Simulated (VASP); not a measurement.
## Be4ZnTe: single point with PBE

The system is Be4ZnTe.

```xyz
6
Lattice="0.0000 3.3799 3.3799 3.3799 0.0000 3.3799 3.3799 3.3799 0.0000" Properties=species:S:1:pos:R:3 pbc="T T T"
Be    2.5201    4.2397    2.5201
Be    4.2397    4.2397    4.2397
Be    4.2397    2.5201    2.5201
Be    2.5201    2.5201    4.2397
Zn    0.0000    0.0000    0.0000
Te    1.6899    1.6899    1.6899
```

```json
{
 "Program": "VASP 6.6.1",
 "Task": "single point",
 "Functional": "PBE",
 "Potentials or basis": "VASP PAW PBE potentials, release 64 (Be, Zn, Te)",
 "Cutoff": "600 eV",
 "k mesh": "4 × 4 × 4",
 "Occupations": "gaussian, width 0.2 eV",
 "Spin": "no spin polarisation",
 "Dipole correction": "no",
 "Further INCAR settings": "ALGO = Normal; EDIFF = 1e-06; NBANDS = 22"
}
```

```
Pressure               : -0.1 GPa
Largest force          : 0.064 eV/Å
Band gap on the k mesh : zero (bands 13 and 14 overlap by 3.77 eV)
```

Forces in eV/Å, atoms in the order of the input:
```
Be  -0.037  0.037 -0.037
Be   0.037  0.037  0.037
Be   0.037 -0.037 -0.037
Be  -0.037 -0.037  0.037
Zn   0.000  0.000  0.000
Te   0.000  0.000  0.000
```

Levels at points of the mesh, in eV from the Fermi level:
| k point | band 9 | band 10 | band 11 | band 12 | band 13 | band 14 | band 15 | band 16 | band 17 | band 18 |
| --- | --- | --- | --- | --- | --- | --- | --- | --- | --- | --- |
| (0.00, 0.00, 0.00) | -4.52 | -4.52 | -3.42 | -1.97 | -1.97 | -1.97 | 0.02 | 0.02 | 0.37 | 1.66 |
| (0.50, 0.00, 0.00) | -5.26 | -4.97 | -3.65 | -2.36 | -2.36 | 0.72 | 1.95 | 1.95 | 2.59 | 3.57 |
| (0.50, 0.50, 0.00) | -6.59 | -5.89 | -4.93 | 0.99 | 1.80 | 2.30 | 2.30 | 2.37 | 3.36 | 3.73 |

It took 14 s on 1 thread of AMD EPYC 9R45 96-Core Processor (Zen 5) (shared host), peak memory 0.21 GiB.

Caveat: the k points lie up to 0.40 Å⁻¹ apart, too coarse for converged energies and pressures of a metal; spin-orbit coupling is left out, which moves the levels of the heavy elements.
